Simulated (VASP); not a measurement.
# GaP in VASP: further runs, part 2 of 3

VASP 6.6.1.

## 3. Electric field gradients, PBEsol (volume scaled by 1.06)

Input file INCAR:

```
PREC     = Accurate       # precision mode
ENCUT    = 520            # plane-wave cutoff, eV
EDIFF    = 1E-8           # SCF threshold, eV
ISMEAR   = -1             # smearing method
SIGMA    = 0.08           # smearing width, eV
LREAL    = F              # projectors in reciprocal space
LASPH    = T              # aspherical terms in the spheres
NELM     = 100            # most SCF steps
ALGO     = Normal         # electronic algorithm
ISIF     = 2              # what is computed and relaxed
LWAVE    = F              # write WAVECAR
LCHARG   = F              # write CHGCAR
GGA      = PS             # functional
LEFG     = T            
NBANDS   = 16             # bands
```

Input file KPOINTS:

```
Automatic mesh
0
Gamma
  12 12 12
```

Input file POSCAR:

```
GaP
1.0
    0.0000000000      2.7786998443      2.7786998443
    2.7786998443      0.0000000000      2.7786998443
    2.7786998443      2.7786998443      0.0000000000
Ga P
1 1
Direct
    0.0000000000      0.0000000000      0.0000000000
    0.7500000000      0.7500000000      0.7500000000
```

Potentials or basis: VASP PAW PBE potentials, release 64 (Ga_d, P).

Started as:

```sh
cat potpaw_PBE.64/Ga_d/POTCAR potpaw_PBE.64/P/POTCAR > POTCAR
mpirun -np 1 vasp_std > vasp.out
```

OUTCAR:

```text
PREC = Accurate
   ENCUT = 520
   EDIFF = 1E-8
   ISMEAR = -1
   LREAL = F
   LASPH = T
   NELM = 100
   ISIF = 2
   GGA = PS

 ion  position               nearest neighbor table
   1  0.000  0.000  0.000-   2 2.41   2 2.41   2 2.41   2 2.41
   2  0.750  0.750  0.750-   1 2.41   1 2.41   1 2.41   1 2.41

  LATTYP: Found a face centered cubic cell.
 ALAT       =     5.5573996886

  Lattice vectors:

 A1 = (   0.0000000000,   2.7786998443,   2.7786998443)
 A2 = (   2.7786998443,   0.0000000000,   2.7786998443)
 A3 = (   2.7786998443,   2.7786998443,   0.0000000000)

Analysis of symmetry for initial positions (statically):
[... 5 lines left out ...]
 face centered cubic supercell.

 Subroutine GETGRP returns: Found 24 space group operations
 (whereof 24 operations were pure point group operations)
 out of a pool of 48 trial point group operations.

The static configuration has the point symmetry T_d .

Analysis of symmetry for dynamics (positions and initial velocities):
[... 5 lines left out ...]
 face centered cubic supercell.

 Subroutine GETGRP returns: Found 24 space group operations
 (whereof 24 operations were pure point group operations)
 out of a pool of 48 trial point group operations.

The dynamic configuration has the point symmetry T_d .

 Subroutine INISYM returns: Found 24 space group operations
 (whereof 24 operations are pure point group operations),
 and found     1 'primitive' translations

----------------------------------------------------------------------------------------

                                     Primitive cell

  volume of cell :      42.9096

  direct lattice vectors                    reciprocal lattice vectors
     0.000000000  2.778699844  2.778699844    -0.179940270  0.179940270  0.179940270
     2.778699844  0.000000000  2.778699844     0.179940270 -0.179940270  0.179940270
     2.778699844  2.778699844  0.000000000     0.179940270  0.179940270 -0.179940270

  length of vectors
     3.929675006  3.929675006  3.929675006     0.311665690  0.311665690  0.311665690

  position of ions in fractional coordinates (direct lattice)
     0.000000000  0.000000000  0.000000000
     0.750000000  0.750000000  0.750000000

  ion indices of the primitive-cell ions
   primitive index   ion index
                 1           1
                 2           2

----------------------------------------------------------------------------------------

 KPOINTS: Automatic mesh

Automatic generation of k-mesh.
 Grid dimensions read from file:
 generate k-points for:   12   12   12

 Generating k-lattice:

  Cartesian coordinates                     Fractional coordinates (reciprocal lattice)
    -0.014995022  0.014995022  0.014995022     0.083333333  0.000000000  0.000000000
     0.014995022 -0.014995022  0.014995022     0.000000000  0.083333333  0.000000000
     0.014995022  0.014995022 -0.014995022     0.000000000  0.000000000  0.083333333

[... 53 lines left out ...]
   LASPH  =      T    aspherical Exc in radial PAW
   ENCUT  =  520.0 eV  38.22 Ry    6.18 a.u.   7.31  7.31  7.31*2*pi/ulx,y,z
   NELM   =    100;   NELMIN=  2; NELMDL= -5     # of ELM steps
   EDIFF  = 0.1E-07   stopping-criterion for ELM
   LREAL  =      F    real-space projection
   EDIFFG = 0.1E-06   stopping-criterion for IOM
   NSW    =      0    number of steps for IOM
   IBRION =     -1    ionic relax: 0-MD 1-quasi-New 2-CG
   NFREE  =      0    steps in history (QN), initial steepest desc. (CG)
   ISIF   =      2    stress and relaxation
   ISYM   =      2    0-nonsym 1-usesym 2-fastsym
   POTIM  = 0.5000    time-step for ionic-motion
   TEBEG  =    0.0;   TEEND  =   0.0 temperature during run
   PSTRESS=    0.0 pullay stress
   NELECT =      18.0000    total number of electrons
   NUPDOWN=      -1.0000    fix difference up-down
   EMIN   =  10.00;   EMAX   =-10.00  energy-range for DOS
   EFERMI =   0.00;   METHOD = LEGACY
   ISMEAR =    -1;   SIGMA  =   0.08  broadening in eV -4-tet -1-fermi 0-gaus
   EFERMI_NEDOS =   21; number of points for ismear=-14 and -15
   IALGO  =     38    algorithm
   IMIX   =      4    mixing-type and parameters
     AMIX     =   0.40;   BMIX     =  1.00
     AMIX_MAG =   1.60;   BMIX_MAG =  1.00
  volume/ion in A,a.u.               =      21.45       144.78
  Fermi-wavevector in a.u.,A,eV,Ry     =   1.225502  2.315863 20.433980  1.501855
  Thomas-Fermi vector in A             =   2.360538
   LORBIT       =      0    0 simple, 1 ext, 2 COOP (PROOUT), +10 PAW based schemes
   GGA     = PS    functional components
   LHFCALC =     F    Hartree Fock is set to
   AEXX    =    0.0000 exact exchange contribution
   IVDW    =     0    specifies the selected vdW correction
   LEPSILON=     F    determine dielectric tensor
   LRPA    =     F    only Hartree local field effects (RPA)
 non-spin polarized calculation
  energy-cutoff  :      520.00
  volume of cell :       42.91
 maximum number of plane-waves:      1185
 NGX is ok and might be reduce to    30
   NGX = 15   NGY = 15   NGZ = 15

 number of electron      18.0000013 magnetization

 Free energy of the ion-electron system (eV)
  ---------------------------------------------------
  ext. energy  EPLUGINS =         0.00000000
  ---------------------------------------------------
  free energy    TOTEN  =        -9.88076378 eV

  energy without entropy =       -9.88075985  energy(sigma->0) =       -9.88076182

 E-fermi :   4.6852     XC(G=0):  -9.7605

 val. band max:        3.9903215988   @ k =   0.0000   0.0000   0.0000
 cond. band min:       5.2700824570   @ k =   0.0000   0.0000   0.0000
 fundamental gap:      1.2797608581
 Fermi energy:         4.6852350739

 k-point     1 :       0.0000    0.0000    0.0000
  band No.  band energies     occupation
      1     -10.4590      2.00000
      2     -10.4590      2.00000
      3     -10.4590      2.00000
      4     -10.3749      2.00000
      5     -10.3749      2.00000
      6      -8.1079      2.00000
[... 433 lines left out ...]
      3     -10.4299      2.00000
      4     -10.3745      2.00000
      5     -10.3700      2.00000
      6      -5.9992      2.00000
[... 8 lines left out ...]
     15      14.1478      0.00000
     16      15.5834      0.00000

 [... further k-points ...]
[... 5 lines left out ...]
  --------------------------------------------------------------------------------------
  -------------------------------------------------------------------------------------
  Total       -1.2823429     -1.2823429     -1.2823429     -0.0000000      0.0000000     -0.0000000
  in kB      -47.8806307    -47.8806307    -47.8806307     -0.0000000      0.0000000     -0.0000000
  external PRESSURE =     -47.8806307 kB  Pullay stress =       0.0000000 kB

 VOLUME and BASIS-vectors are now :
 -----------------------------------------------------------------------------
  energy-cutoff  :      520.00
  volume of cell :       42.91
      direct lattice vectors                 reciprocal lattice vectors
     0.000000000  2.778699844  2.778699844    -0.179940270  0.179940270  0.179940270
     2.778699844  0.000000000  2.778699844     0.179940270 -0.179940270  0.179940270
     2.778699844  2.778699844  0.000000000     0.179940270  0.179940270 -0.179940270

 POSITION                                       TOTAL-FORCE (eV/Angst)
 -----------------------------------------------------------------------------------
      0.00000      0.00000      0.00000         0.000000      0.000000     -0.000000
      4.16805      4.16805      4.16805        -0.000000     -0.000000      0.000000
 -----------------------------------------------------------------------------------
    total drift:                               -0.000000     -0.000000     -0.000000

  FREE ENERGIE OF THE ION-ELECTRON SYSTEM (eV)
  ---------------------------------------------------
  free  energy   TOTEN  =        -9.8807637804 eV

  energy  without entropy=       -9.8807598505  energy(sigma->0) =       -9.88076182

 Electric field gradients (V/A^2)
---------------------------------------------------------------------
 ion       V_xx      V_yy      V_zz      V_xy      V_xz      V_yz
---------------------------------------------------------------------
   1      -0.000    -0.000    -0.000    -0.003    -0.003    -0.003
   2       0.000    -0.000     0.000    -0.000    -0.000    -0.000
---------------------------------------------------------------------

 Electric field gradients after diagonalization (V/A^2)
 (convention: |V_zz| > |V_xx| > |V_yy|)
----------------------------------------------------------------------
 ion       V_xx      V_yy      V_zz     asymmetry (V_yy - V_xx)/ V_zz
----------------------------------------------------------------------
   1       0.003     0.003    -0.007       0.000
   2       0.000     0.000    -0.001       0.000
----------------------------------------------------------------------

           NMR quadrupolar parameters

 Cq : quadrupolar parameter    Cq=e*Q*V_zz/h
 eta: asymmetry parameters     (V_yy - V_xx)/ V_zz
 Q  : nuclear electric quadrupole moment in mb (millibarn)
----------------------------------------------------------------------
 ion       Cq(MHz)       eta       Q (mb)
----------------------------------------------------------------------
   1      -0.000       0.000       1.000
   2      -0.000       0.000       1.000
----------------------------------------------------------------------
```

It took 28 s on 1 thread of AMD EPYC 9R45 (Zen 5), shared host; peak memory 0.17 GiB.

Results:

```
Free energy            : -9.8808 eV
Pressure               : -4.8 GPa
Band gap on the k mesh : 1.28 eV, direct
```

Caveat: without QUAD_EFG the Cq values of the log hold for a quadrupole moment of 1 mb, not for the nuclei; the PAW data sets were made with another functional, which shifts forces and pressure a little.

## 4. Electric field gradients, PBEsol (zz strain of -2 %)

Input file INCAR:

```
SYSTEM = GaP
PREC = Accurate
ENCUT = 520
EDIFF = 1E-8
ISMEAR = -1
SIGMA = 0.08
LREAL = .FALSE.
LASPH = .TRUE.
NELM = 80
ALGO = Normal
ISIF = 2
LWAVE = .FALSE.
LCHARG = .FALSE.
GGA = PS
LEFG = .TRUE.
NBANDS = 16
```

Input file KPOINTS:

```
regular mesh
0
G
  12 12 12
  0 0 0
```

Input file POSCAR:

```
GaP
1.0
    0.0000000000      2.7252500000      2.6707450000
    2.7252500000      0.0000000000      2.6707450000
    2.7252500000      2.7252500000      0.0000000000
Ga P
1 1
Direct
    0.0000000000      0.0000000000      0.0000000000
    0.7500000000      0.7500000000      0.7500000000
```

Potentials or basis: VASP PAW PBE potentials, release 64 (Ga_d, P).

Started as:

```sh
cat potpaw_PBE.64/Ga_d/POTCAR potpaw_PBE.64/P/POTCAR > POTCAR
mpirun -np 1 vasp_std > vasp.out
```

OUTCAR:

```text
SYSTEM = GaP
   PREC = Accurate
   ENCUT = 520
   EDIFF = 1E-8
   ISMEAR = -1
   LREAL = .FALSE.
   LASPH = .TRUE.
   NELM = 80
   ISIF = 2
   GGA = PS

 ion  position               nearest neighbor table
   1  0.000  0.000  0.000-   2 2.34   2 2.34   2 2.34   2 2.34
   2  0.750  0.750  0.750-   1 2.34   1 2.34   1 2.34   1 2.34

  LATTYP: Found a body centered tetragonal cell.
 ALAT       =     3.8540855109
 C/A-ratio  =     1.3859292911

  Lattice vectors:

 A1 = (   0.0000000000,  -2.7252500000,  -2.6707450000)
 A2 = (   0.0000000000,   2.7252500000,  -2.6707450000)
 A3 = (   2.7252500000,   0.0000000000,   2.6707450000)

Analysis of symmetry for initial positions (statically):
=====================================================================
 Subroutine PRICEL returns:
 Original cell was already a primitive cell.

 Routine SETGRP: Setting up the symmetry group for a
 body centered tetragonal supercell.

 Subroutine GETGRP returns: Found  8 space group operations
 (whereof  8 operations were pure point group operations)
 out of a pool of 16 trial point group operations.

The static configuration has the point symmetry D_2d.

Analysis of symmetry for dynamics (positions and initial velocities):
=====================================================================
 Subroutine PRICEL returns:
 Original cell was already a primitive cell.

 Routine SETGRP: Setting up the symmetry group for a
 body centered tetragonal supercell.

 Subroutine GETGRP returns: Found  8 space group operations
 (whereof  8 operations were pure point group operations)
 out of a pool of 16 trial point group operations.

The dynamic configuration has the point symmetry D_2d.
[... 150 lines left out ...]
 fundamental gap:      1.2412333279
 Fermi energy:         5.4723164478

 k-point     1 :       0.0000    0.0000    0.0000
  band No.  band energies     occupation
      1      -9.8021      2.00000
      2      -9.8021      2.00000
      3      -9.7962      2.00000
      4      -9.6945      2.00000
      5      -9.6919      2.00000
      6      -7.9017      2.00000
[... 433 lines left out ...]
      3      -9.7640      2.00000
      4      -9.6962      2.00000
      5      -9.6838      2.00000
      6      -5.5183      2.00000
[... 8 lines left out ...]
     15      15.1633      0.00000
     16      16.8142      0.00000

 [... further k-points ...]
[... 5 lines left out ...]
  --------------------------------------------------------------------------------------
  -------------------------------------------------------------------------------------
  Total        0.1562853      0.1562853      0.5168567      0.0000000      0.0000000      0.0000000
  in kB        6.3118066      6.3118066     20.8739971      0.0000000      0.0000000      0.0000000
  external PRESSURE =      11.1658701 kB  Pullay stress =       0.0000000 kB

 VOLUME and BASIS-vectors are now :
 -----------------------------------------------------------------------------
  energy-cutoff  :      520.00
  volume of cell :       39.67
      direct lattice vectors                 reciprocal lattice vectors
     0.000000000  2.725250000  2.670745000    -0.183469406  0.183469406  0.187213680
     2.725250000  0.000000000  2.670745000     0.183469406 -0.183469406  0.187213680
     2.725250000  2.725250000  0.000000000     0.183469406  0.183469406 -0.187213680

 POSITION                                       TOTAL-FORCE (eV/Angst)
 -----------------------------------------------------------------------------------
      0.00000      0.00000      0.00000        -0.000000     -0.000000      0.000000
      4.08788      4.08788      4.00612         0.000000      0.000000      0.000000
 -----------------------------------------------------------------------------------
    total drift:                                0.000001      0.000001     -0.000006

  FREE ENERGIE OF THE ION-ELECTRON SYSTEM (eV)
  ---------------------------------------------------
  free  energy   TOTEN  =        -9.9194326353 eV

  energy  without entropy=       -9.9194287338  energy(sigma->0) =       -9.91943068

 Electric field gradients (V/A^2)
---------------------------------------------------------------------
 ion       V_xx      V_yy      V_zz      V_xy      V_xz      V_yz
---------------------------------------------------------------------
   1      -1.770    -1.770     3.539    -0.005     0.002     0.002
   2       1.153     1.153    -2.307    -0.000     0.000     0.000
---------------------------------------------------------------------

 Electric field gradients after diagonalization (V/A^2)
 (convention: |V_zz| > |V_xx| > |V_yy|)
----------------------------------------------------------------------
 ion       V_xx      V_yy      V_zz     asymmetry (V_yy - V_xx)/ V_zz
----------------------------------------------------------------------
   1      -1.775    -1.765     3.539       0.003
   2       1.154     1.153    -2.307       0.000
----------------------------------------------------------------------

           NMR quadrupolar parameters

 Cq : quadrupolar parameter    Cq=e*Q*V_zz/h
 eta: asymmetry parameters     (V_yy - V_xx)/ V_zz
 Q  : nuclear electric quadrupole moment in mb (millibarn)
----------------------------------------------------------------------
 ion       Cq(MHz)       eta       Q (mb)
----------------------------------------------------------------------
   1       0.009       0.003       1.000
   2      -0.006       0.000       1.000
----------------------------------------------------------------------
```

OSZICAR:

```text
N       E                     dE             d eps       ncg     rms          rms(c)
DAV:   1     0.823654628685E+02    0.82365E+02   -0.90377E+03  5392   0.162E+03
DAV:   2    -0.379933207081E+01   -0.86165E+02   -0.81873E+02  6056   0.318E+02
DAV:   3    -0.101082329387E+02   -0.63089E+01   -0.62872E+01  6544   0.660E+01
DAV:   4    -0.102096806077E+02   -0.10145E+00   -0.10143E+00  6472   0.909E+00
DAV:   5    -0.102116866889E+02   -0.20061E-02   -0.20060E-02  6776   0.113E+00    0.422E+00
DAV:   6    -0.996211804135E+01    0.24957E+00   -0.35299E-01  8200   0.117E+01    0.268E+00
DAV:   7    -0.992207601301E+01    0.40042E-01   -0.83579E-02  7544   0.227E+00    0.100E+00
DAV:   8    -0.991924511507E+01    0.28309E-02   -0.12008E-02  6216   0.129E+00    0.185E-01
DAV:   9    -0.991938639139E+01   -0.14128E-03   -0.10269E-03  7544   0.436E-01    0.651E-02
DAV:  10    -0.991940708113E+01   -0.20690E-04   -0.62167E-05  7944   0.829E-02    0.285E-02
DAV:  11    -0.991943262996E+01   -0.25549E-04   -0.26330E-05  6168   0.534E-02    0.629E-03
DAV:  12    -0.991943251821E+01    0.11175E-06   -0.10357E-06  6632   0.117E-02    0.452E-03
DAV:  13    -0.991943264218E+01   -0.12397E-06   -0.34481E-07  6864   0.483E-03    0.147E-03
DAV:  14    -0.991943263527E+01    0.69117E-08   -0.63099E-09  5216   0.789E-04
   1 F= -.99194326E+01 E0= -.99194307E+01  d E =-.390144E-05
```

Run time: 1.8 min. Hardware: 1 thread of AMD EPYC 7R43 (Zen 3), shared host; peak memory 0.2 GiB.

What came out:

| Item | Value |
| --- | --- |
| Free energy | -9.9194 eV |
| Pressure | 1.1 GPa |
| Band gap on the k mesh | 1.24 eV, indirect (least direct gap 1.84 eV) |

Electric field gradients, principal values (V/Å²):
```tsv
atom	least	middle	greatest (by size)
1 Ga	-1.765	-1.775	3.539
2 P	1.153	1.154	-2.307
```

Caveat: the cell differs from its parent crystal (zz strain of -2 %); without QUAD_EFG the Cq values of the log hold for a quadrupole moment of 1 mb, not for the nuclei; the PAW data sets were made with another functional, which shifts forces and pressure a little.

[end of part 2 of 3]
